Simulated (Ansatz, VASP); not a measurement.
**PtS2: VASP beside Ansatz**

File POSCAR:

```
PtS2
1.0
    5.4233923774      0.0000000000      0.0000000000
    0.0000000000      5.4233923774      0.0000000000
    0.0000000000      0.0000000000      3.7881554414
Pt S
2 4
Direct
    0.0000000000      0.0000000000      0.0000000000
    0.5000000000      0.5000000000      0.5000000000
    0.3093123642      0.3093123642      0.0000000000
    0.1906876358      0.8093123642      0.5000000000
    0.8093123642      0.1906876358      0.5000000000
    0.6906876358      0.6906876358      0.0000000000
```

The input INCAR.step1:

```
  PREC = Accurate
  ENCUT = 520
  ISMEAR = -1
  SIGMA = 0.02
  LREAL = False
  LASPH = True
  NELM = 80
  NBANDS = 31
  GGA = PE
  ALGO = Normal
  EDIFF = 1E-4
  LWAVE = True
  LCHARG = False
```

The input INCAR.step2:

```
  PREC = Accurate
  ENCUT = 520
  EDIFF = 1E-6
  ISMEAR = -1
  SIGMA = 0.02
  LREAL = False
  LASPH = True
  NELM = 80
  ALGO = Normal
  ISIF = 2
  LWAVE = False
  LCHARG = False
  METAGGA = R2SCAN
  LMIXTAU = True
  NBANDS = 31
  ISTART = 1
```

Contents of KPOINTS:

```
regular mesh
0
Gamma
  6 6 6
```

Input for Ansatz:

```yaml
crystal:
  lattice:
    - [5.4233923774, 0.0, 0.0]
    - [0.0, 5.4233923774, 0.0]
    - [0.0, 0.0, 3.7881554414]
  atoms:
    - { symbol: Pt, position: [0.0, 0.0, 0.0] }
    - { symbol: Pt, position: [0.5, 0.5, 0.5] }
    - { symbol: S, position: [0.3093123642, 0.3093123642, 0.0] }
    - { symbol: S, position: [0.1906876358, 0.8093123642, 0.5] }
    - { symbol: S, position: [0.8093123642, 0.1906876358, 0.5] }
    - { symbol: S, position: [0.6906876358, 0.6906876358, 0.0] }
kpoints:
  mp_grid: { grid: [6, 6, 6] }
  band_path:
    path:
      - [0.0, 0.0, 0.0]
      - [0.0, 0.5, 0.0]
      - [0.5, 0.5, 0.0]
      - [0.0, 0.0, 0.5]
      - [0.0, 0.5, 0.5]
      - [0.5, 0.5, 0.5]
      - [0.45, 0.5, 0.0]
      - [0.0, 0.0, 0.2]
    npoints: 1
hamiltonian:
  xc: r2scan
scf:
  occupations: { method: fermi_dirac, width: 0.02 }
  n_extra_bands: 5
output:
  forces: true
  stress: true
  eigenvalues: true
```

Alike in both runs: task single point; functional r2SCAN; k mesh 6 × 6 × 6; occupations fermi-dirac, width 0.02 eV; no spin polarisation.

|  | VASP | Ansatz |
| --- | --- | --- |
| version | VASP 6.6.1 | Ansatz 0.2.0 |
| potentials or method | VASP PAW PBE potentials, release 64 (Pt, S) | plane waves, PAW |
| plane-wave cutoff (eV) | 520 | 500 |
| valence electrons in the cell | 44 | 60 |

VASP gave:

- pressure (GPa): -0.1
- rms of the force components (eV/Å): 0.031

Task: Which values does Ansatz return?

Result: Pressure (GPa): -0.1; rms of the force components (eV/Å): 0.035.

VASP's potentials were made for PBE, not for r2SCAN. Atom by atom the forces differ by 0.004 eV/Å (rms over components). VASP's potentials hold 44 valence electrons a cell and Ansatz's 60, so a difference there can come from the potentials and not from the codes.

Spin-orbit coupling is off throughout.
